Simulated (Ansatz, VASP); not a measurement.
P in VASP and in Ansatz

INCAR

```
ALGO = Normal ; DIPOL = 0.5 0.5 0.500
EDIFF = 1E-6 ; ENCUT = 520
GGA = PE ; IDIPOL = 3
ISIF = 2 ; ISMEAR = 0
IVDW = 12 ; LASPH = True
LCHARG = True ; LDIPOL = True
LELF = True ; LREAL = False
LVACPOTAV = True ; LVHAR = True
LWAVE = False ; NBANDS = 12
NELM = 80 ; PREC = Accurate
SIGMA = 0.02
```

File KPOINTS:

```
k-points
0
Gamma
  9 9 1
```

The input POSCAR:

```
P
1.0
    3.3240000000      0.0000000000      0.0000000000
   -1.6620000000      2.8786684422      0.0000000000
    0.0000000000      0.0000000000     28.0000000000
P
2
Direct
    0.3333333333      0.6666666667      0.5000000000
    0.6666666667      0.3333333333      0.5000000000
```

Input for Ansatz:

```yaml
crystal:
  lattice:
    - [3.324, 0.0, 0.0]
    - [-1.662, 2.8786684422, 0.0]
    - [0.0, 0.0, 28.0]
  atoms:
    - { symbol: P, position: [0.3333333333, 0.6666666667, 0.5] }
    - { symbol: P, position: [0.6666666667, 0.3333333333, 0.5] }
  periodic: [true, true, false]
basis:
  ecutwfc: 420
kpoints:
  mp_grid: { grid: [9, 9, 1] }
hamiltonian:
  xc: pbe
  dispersion: d3bj
scf:
  occupations: { method: gaussian, width: 0.02 }
output:
  forces: true
  stress: true
  eigenvalues: true
```

Alike in both runs: task single point; functional PBE; dispersion D3(BJ); k mesh 9 × 9 × 1; occupations gaussian, width 0.02 eV; no spin polarisation.

|  | VASP | Ansatz |
| --- | --- | --- |
| version | VASP 6.6.1 | Ansatz 0.2.0 |
| potentials or method | VASP PAW PBE potentials, release 64 (P), cutoff 520 eV | scalar-relativistic, plane waves, PAW |
| valence electrons in the cell | 10 | 10 |

Ansatz gave:

- gap on the k mesh at the Fermi level (eV): none
- work function, face that differs most (eV): 3.91

Task: Which values does VASP return?

Result: gap on the k mesh at the Fermi level (eV): none; work function, face that differs most (eV): 3.89.

A gap of «none» marks a metal or a gap that the smearing closes.
